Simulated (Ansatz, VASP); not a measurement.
One calculation of Mn, two programs

File INCAR:

```
SYSTEM = Mn
PREC = Accurate ; ENCUT = 500
EDIFF = 1E-6 ; ISMEAR = 0
SIGMA = 0.1 ; LREAL = .FALSE.
LASPH = .TRUE. ; NELM = 200
ALGO = Normal ; ISIF = 2
LWAVE = .FALSE. ; LCHARG = .TRUE.
ISPIN = 2 ; MAGMOM = 0.76
LORBIT = 11 ; LMAXMIX = 4
GGA = RE ; LELF = .TRUE.
LVHAR = .TRUE. ; NBANDS = 16
GGA_COMPAT = .FALSE.
```

File KPOINTS:

```
regular mesh
0
G
  8 8 8
  0 0 0
```

Contents of POSCAR:

```
Mn
1.0
   -1.3932737400      1.3932737400      1.3932737400
    1.3932737400     -1.3932737400      1.3932737400
    1.3932737400      1.3932737400     -1.3932737400
Mn
1
Direct
    0.0000000000      0.0000000000      0.0000000000
```

Input for Ansatz:

```yaml
crystal:
  lattice:
    - [-1.39327374, 1.39327374, 1.39327374]
    - [1.39327374, -1.39327374, 1.39327374]
    - [1.39327374, 1.39327374, -1.39327374]
  atoms:
    - { symbol: Mn, position: [0.0, 0.0, 0.0], spin: 0.76 }
basis:
  ecutwfc: 420
kpoints:
  mp_grid: { grid: [8, 8, 8] }
  band_path: { path: [VBM, CBM], npoints: 5 }
hamiltonian:
  xc: revpbe
scf:
  occupations: { method: gaussian, width: 0.1 }
  lower_state_search: "off"
output:
  forces: true
  stress: true
  eigenvalues: true
  populations: true
magnetization:
  spin_polarized: true
```

Alike in both runs: task single point; functional revPBE; k mesh 8 × 8 × 8; occupations gaussian, width 0.1 eV; collinear spin.

```csv
,VASP,Ansatz
version,VASP 6.6.1,Ansatz 0.2.0
potentials or method,"VASP PAW PBE potentials, release 64 (Mn_pv), cutoff 500 eV","scalar-relativistic, plane waves, PAW"
valence electrons in the cell,13,15
```

|  | VASP | Ansatz | Ansatz less VASP |
| --- | --- | --- | --- |
| gap on the k mesh at the Fermi level (eV) | none | none | - |
| pressure (GPa) | 5.0 | 5.2 | +0.16 |
| net moment per atom (μB) | 0.71 | 0.71 | -0.007 |
| size of the moment on the site where the two differ most (μB) | 0.71 | 0.71 | -0.007 |

VASP's potentials were made for PBE, not for revPBE. Site moments also hang on the region over which each program counts them. A gap of «none» marks a metal or a gap that the smearing closes. VASP's potentials hold 13 valence electrons a cell and Ansatz's 15, so a difference there can come from the potentials and not from the codes. Ansatz's warnings: band edges overlap.

The k mesh is coarse, so the values compare programs but aren't converged.
